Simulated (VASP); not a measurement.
# Re (Im-3m) in VASP: relaxation of cell and atoms with PBE

Aim: the relaxation of cell and atoms of Re with PBE.

All numbers are computed with VASP 6.6.1; they aren't measurements. Logs are shortened: lines on timing, memory, paths and dates and some standing lists are left out, and cuts for length are marked.

## (1) The cell of the first run

The structure is cubic, space group Im-3m (No. 229). Conventional cell: a = 3.105 Å, b = 3.105 Å, c = 3.105 Å, α = 90.00°, β = 90.00°, γ = 90.00°. Within 3.5 Å of Re (site symmetry m-3m) lie 14 Re at 2.69 to 3.11 Å.

## (2) Relaxation of cell and atoms, PBE

INCAR

```
PREC = Accurate
ENCUT = 600
EDIFF = 1E-7
ISMEAR = -1
SIGMA = 0.05
LREAL = False
LASPH = True
NELM = 80
ALGO = Normal
ISIF = 3
LWAVE = False
LCHARG = False
GGA = PE
IBRION = 2
NSW = 100
EDIFFG = -0.005
```

KPOINTS

```
regular mesh
0
Gamma
  15 15 15
```

POSCAR

```
Re
1.0
   -1.5527254110      1.5527254110      1.5527254110
    1.5527254110     -1.5527254110      1.5527254110
    1.5527254110      1.5527254110     -1.5527254110
Re
1
Direct
    0.0000000000      0.0000000000      0.0000000000
```

Potentials or basis: VASP PAW PBE potentials, release 64 (Re).

Run with:

```
cat potpaw_PBE.64/Re/POTCAR > POTCAR
mpirun -np 1 vasp_std > vasp.out
```

OUTCAR:

```text
PREC = Accurate
   ENCUT = 600
   EDIFF = 1E-7
   ISMEAR = -1
   LREAL = False
   LASPH = True
   NELM = 80
   ISIF = 3
   GGA = PE
   IBRION = 2
   NSW = 100
   EDIFFG = -0.005

 ion  position               nearest neighbor table
   1  0.000  0.000  0.000-

  LATTYP: Found a body centered cubic cell.
 ALAT       =     3.1054508220

  Lattice vectors:

 A1 = (  -1.5527254110,   1.5527254110,   1.5527254110)
 A2 = (   1.5527254110,  -1.5527254110,   1.5527254110)
 A3 = (   1.5527254110,   1.5527254110,  -1.5527254110)

Analysis of symmetry for initial positions (statically):
=====================================================================
 Subroutine PRICEL returns:
 Original cell was already a primitive cell.

 Routine SETGRP: Setting up the symmetry group for a
 body centered cubic supercell.

 Subroutine GETGRP returns: Found 48 space group operations
 (whereof 48 operations were pure point group operations)
 out of a pool of 48 trial point group operations.

The static configuration has the point symmetry O_h .

Analysis of symmetry for dynamics (positions and initial velocities):
=====================================================================
 Subroutine PRICEL returns:
 Original cell was already a primitive cell.

 Routine SETGRP: Setting up the symmetry group for a
 body centered cubic supercell.

 Subroutine GETGRP returns: Found 48 space group operations
 (whereof 48 operations were pure point group operations)
 out of a pool of 48 trial point group operations.

The dynamic configuration has the point symmetry O_h .

 Subroutine INISYM returns: Found 48 space group operations
 (whereof 48 operations are pure point group operations),
 and found     1 'primitive' translations

----------------------------------------------------------------------------------------

                                     Primitive cell

  volume of cell :      14.9742

  direct lattice vectors                    reciprocal lattice vectors
    -1.552725411  1.552725411  1.552725411     0.000000000  0.322014438  0.322014438
     1.552725411 -1.552725411  1.552725411     0.322014438  0.000000000  0.322014438
     1.552725411  1.552725411 -1.552725411     0.322014438  0.322014438  0.000000000

  length of vectors
     2.689399302  2.689399302  2.689399302     0.455397185  0.455397185  0.455397185

  position of ions in fractional coordinates (direct lattice)
     0.000000000  0.000000000  0.000000000

  ion indices of the primitive-cell ions
   primitive index   ion index
                 1           1

----------------------------------------------------------------------------------------

 KPOINTS: regular mesh

Automatic generation of k-mesh.
 Grid dimensions read from file:
 generate k-points for:   15   15   15

 Generating k-lattice:

  Cartesian coordinates                     Fractional coordinates (reciprocal lattice)
     0.000000000  0.021467629  0.021467629     0.066666667  0.000000000  0.000000000
     0.021467629  0.000000000  0.021467629     0.000000000  0.066666667  0.000000000
     0.021467629  0.021467629  0.000000000     0.000000000  0.000000000  0.066666667

  Length of vectors
     0.030359812  0.030359812  0.030359812

  Shift w.r.t. Gamma in fractional coordinates (k-lattice)
     0.000000000  0.000000000  0.000000000

 Subroutine IBZKPT returns following result:
 ===========================================

 Found    120 irreducible k-points:

 Following reciprocal coordinates:
            Coordinates               Weight
  0.000000  0.000000  0.000000      1.000000
  0.066667  0.000000  0.000000     12.000000
  0.133333  0.000000  0.000000     12.000000
  0.200000  0.000000  0.000000     12.000000
  0.266667  0.000000  0.000000     12.000000
  0.333333  0.000000  0.000000     12.000000
[... 16 lines left out ...]
  0.333333  0.200000  0.000000     48.000000
  0.400000  0.200000 -0.000000     24.000000
 [... further k-points ...]
   k-points           NKPTS =    120   k-points in BZ     NKDIM =    120   number of bands    NBANDS=      7
   number of dos      NEDOS =    301   number of ions     NIONS =      1
   total plane-waves  NPLWV =  13824
   dimension x,y,z NGX =    24 NGY =   24 NGZ =   24
   dimension x,y,z NGXF=    48 NGYF=   48 NGZF=   48
   ions per type =               1
   NGX,Y,Z   is equivalent  to a cutoff of  14.84, 14.84, 14.84 a.u.
   NGXF,Y,Z  is equivalent  to a cutoff of  29.67, 29.67, 29.67 a.u.
 SYSTEM =  unknown system
   PREC   = accura    normal or accurate (medium, high low for compatibility)
   ISTART =      0    job   : 0-new  1-cont  2-samecut
   ICHARG =      2    charge: 1-file 2-atom 10-const
   ISPIN  =      1    spin polarized calculation?
   LNONCOLLINEAR =      F non collinear calculations
   LSORBIT =      F    spin-orbit coupling
   LASPH  =      T    aspherical Exc in radial PAW
   ENCUT  =  600.0 eV  44.10 Ry    6.64 a.u.   5.37  5.37  5.37*2*pi/ulx,y,z
   NELM   =     80;   NELMIN=  2; NELMDL= -5     # of ELM steps
   EDIFF  = 0.1E-06   stopping-criterion for ELM
   LREAL  =      F    real-space projection
   EDIFFG = -.5E-02   stopping-criterion for IOM
   NSW    =    100    number of steps for IOM
   IBRION =      2    ionic relax: 0-MD 1-quasi-New 2-CG
   NFREE  =      1    steps in history (QN), initial steepest desc. (CG)
   ISIF   =      3    stress and relaxation
   ISYM   =      2    0-nonsym 1-usesym 2-fastsym
   POTIM  = 0.5000    time-step for ionic-motion
   TEBEG  =    0.0;   TEEND  =   0.0 temperature during run
   PSTRESS=    0.0 pullay stress
   NELECT =       7.0000    total number of electrons
   NUPDOWN=      -1.0000    fix difference up-down
   EMIN   =  10.00;   EMAX   =-10.00  energy-range for DOS
   EFERMI =   0.00;   METHOD = LEGACY
   ISMEAR =    -1;   SIGMA  =   0.05  broadening in eV -4-tet -1-fermi 0-gaus
   EFERMI_NEDOS =   21; number of points for ismear=-14 and -15
   IALGO  =     38    algorithm
   IMIX   =      4    mixing-type and parameters
     AMIX     =   0.40;   BMIX     =  1.00
     AMIX_MAG =   1.60;   BMIX_MAG =  1.00
  volume/ion in A,a.u.               =      14.97       101.05
  Fermi-wavevector in a.u.,A,eV,Ry     =   1.270553  2.400997 21.963959  1.614305
  Thomas-Fermi vector in A             =   2.403534
   LORBIT       =      0    0 simple, 1 ext, 2 COOP (PROOUT), +10 PAW based schemes
   GGA     = PE    functional components
   LHFCALC =     F    Hartree Fock is set to
   AEXX    =    0.0000 exact exchange contribution
   IVDW    =     0    specifies the selected vdW correction
   LEPSILON=     F    determine dielectric tensor
   LRPA    =     F    only Hartree local field effects (RPA)
 conjugate gradient relaxation of ions
 non-spin polarized calculation
  energy-cutoff  :      600.00
  volume of cell :       14.97
 maximum number of plane-waves:       531
 NGX is ok and might be reduce to    24
   NGX = 11   NGY = 11   NGZ = 11

--------------------------------------- Ionic step        1  -------------------------------------------

 number of electron       7.0000000 magnetization

 Free energy of the ion-electron system (eV)
  ---------------------------------------------------
  ext. energy  EPLUGINS =         0.00000000
  ---------------------------------------------------
  free energy    TOTEN  =       -12.10271515 eV

  energy without entropy =      -12.09088665  energy(sigma->0) =      -12.09680090

------------------------ aborting loop because EDIFF is reached ----------------------------------------

  FORCE on cell =-STRESS in cart. coord.  units (eV):
  Direction    XX          YY          ZZ          XY          YZ          ZX
  --------------------------------------------------------------------------------------
  -------------------------------------------------------------------------------------
  Total        0.2453718      0.2453718      0.2453718     -0.0000000     -0.0000000      0.0000000
  in kB       26.2537418     26.2537418     26.2537418     -0.0000000     -0.0000000      0.0000000
  external PRESSURE =      26.2537418 kB  Pullay stress =       0.0000000 kB

 VOLUME and BASIS-vectors are now :
 -----------------------------------------------------------------------------
  energy-cutoff  :      600.00
  volume of cell :       14.97
      direct lattice vectors                 reciprocal lattice vectors
    -1.552725411  1.552725411  1.552725411     0.000000000  0.322014438  0.322014438
     1.552725411 -1.552725411  1.552725411     0.322014438  0.000000000  0.322014438
     1.552725411  1.552725411 -1.552725411     0.322014438  0.322014438  0.000000000
[... 36 lines left out ...]
 POSITION                                       TOTAL-FORCE (eV/Angst)
 -----------------------------------------------------------------------------------
      0.00000      0.00000     -0.00000        -0.000000      0.000000      0.000000
 -----------------------------------------------------------------------------------
    total drift:                               -0.000000      0.000000      0.000000

  FREE ENERGIE OF THE ION-ELECTRON SYSTEM (eV)
  ---------------------------------------------------
  free  energy   TOTEN  =       -12.0904927677 eV

  energy  without entropy=      -12.0781405225  energy(sigma->0) =      -12.08431665

--------------------------------------- Ionic step        3  -------------------------------------------

 number of electron       7.0000000 magnetization

 Free energy of the ion-electron system (eV)
  ---------------------------------------------------
  ext. energy  EPLUGINS =         0.00000000
  ---------------------------------------------------
  free energy    TOTEN  =       -12.10359476 eV

  energy without entropy =      -12.09165708  energy(sigma->0) =      -12.09762592

 E-fermi :   8.4932     XC(G=0): -13.5948

 val. band max:        8.4894820657   @ k =  -0.2667   0.2667   0.2000
 cond. band min:       8.5289389056   @ k =   0.2000   0.0667   0.0000
 fundamental gap:      0.0394568398
 Fermi energy:         8.4932097815

 k-point     1 :       0.0000    0.0000    0.0000
  band No.  band energies     occupation
      1      -2.1036      2.00000
      2       5.8550      2.00000
      3       5.8550      2.00000
      4       5.8550      2.00000
      5       9.2385      0.00000
      6       9.2385      0.00000
      7      24.0040      0.00000

 k-point     2 :       0.0667    0.0000    0.0000
  band No.  band energies     occupation
      1      -1.8911      2.00000
      2       5.7368      2.00000
      3       5.8357      2.00000
      4       6.0591      2.00000
      5       9.0634      0.00002
      6       9.2445      0.00000
      7      24.1652      0.00000
[... 201 lines left out ...]
 k-point    23 :       0.3333    0.2000    0.0000
  band No.  band energies     occupation
      1       2.3432      2.00000
      2       3.9979      2.00000
      3       5.7578      2.00000
      4       8.9854      0.00011
      5      10.1824      0.00000
      6      14.6367      0.00000
      7      17.7700      0.00000

 k-point    24 :       0.4000    0.2000   -0.0000
  band No.  band energies     occupation
      1       2.3204      2.00000
      2       3.9711      2.00000
      3       6.0449      2.00000
      4       9.0344      0.00004
      5      10.3718      0.00000
      6      15.4364      0.00000
      7      16.8609      0.00000

 [... further k-points ...]
[... 5 lines left out ...]
  --------------------------------------------------------------------------------------
  -------------------------------------------------------------------------------------
  Total       -0.0010558     -0.0010558     -0.0010558      0.0000000     -0.0000000      0.0000000
  in kB       -0.1121485     -0.1121485     -0.1121485      0.0000000     -0.0000000      0.0000000
  external PRESSURE =      -0.1121485 kB  Pullay stress =       0.0000000 kB

 VOLUME and BASIS-vectors are now :
 -----------------------------------------------------------------------------
  energy-cutoff  :      600.00
  volume of cell :       15.08
      direct lattice vectors                 reciprocal lattice vectors
    -1.556475427  1.556475427  1.556475427     0.000000000  0.321238608  0.321238608
     1.556475427 -1.556475427  1.556475427     0.321238608  0.000000000  0.321238608
     1.556475427  1.556475427 -1.556475427     0.321238608  0.321238608  0.000000000

 POSITION                                       TOTAL-FORCE (eV/Angst)
 -----------------------------------------------------------------------------------
      0.00000      0.00000     -0.00000        -0.000000      0.000000     -0.000000
 -----------------------------------------------------------------------------------
    total drift:                               -0.000000      0.000000     -0.000000

  FREE ENERGIE OF THE ION-ELECTRON SYSTEM (eV)
  ---------------------------------------------------
  free  energy   TOTEN  =       -12.1035947591 eV

  energy  without entropy=      -12.0916570839  energy(sigma->0) =      -12.09762592

 reached required accuracy - stopping structural energy minimisation
```

Wall time 13 s (1 thread of Intel Xeon 6975P-C (Granite Rapids), shared host); peak memory 0.15 GiB.

What came out:

```yaml
Free_energy: -12.1036 eV
Relaxed_volume: 15.08 Å³/atom
Relaxed_cell: a = 2.696 Å, b = 2.696 Å, c = 2.696 Å, α = 109.47°, β = 109.47°, γ = 109.47°
Space_group_after_relaxing_to_0.05_Å: Im-3m (No. 229)
Energy_gained_by_relaxing: 0.9 meV/atom
Ionic_steps: 3
Pressure_after_relaxing: 0.0 GPa
```

Step by step:
| step | energy change (eV) | largest force (eV/Å) | pressure (GPa) | volume (Å³) |
| --- | --- | --- | --- | --- |
| 1 | 0.0000 | 0.0000 | 2.63 | 14.97 |
| 2 | 0.0122 | 0.0000 | -9.47 | 15.51 |
| 3 | -0.0009 | 0.0000 | -0.01 | 15.08 |

Final structure:
```
Re
1.0
    -1.55648    1.55648    1.55648
     1.55648   -1.55648    1.55648
     1.55648    1.55648   -1.55648
Re
1
Direct
  0.00000 0.00000 0.00000
```

Levels at points of the mesh, in eV from the Fermi level:
```csv
k point,band 1,band 2,band 3,band 4,band 5,band 6,band 7
"(0.00, 0.00, 0.00)",-10.60,-2.64,-2.64,-2.64,0.75,0.75,15.51
```

Caveat: spin-orbit coupling is left out, which moves the levels of the heavy elements.
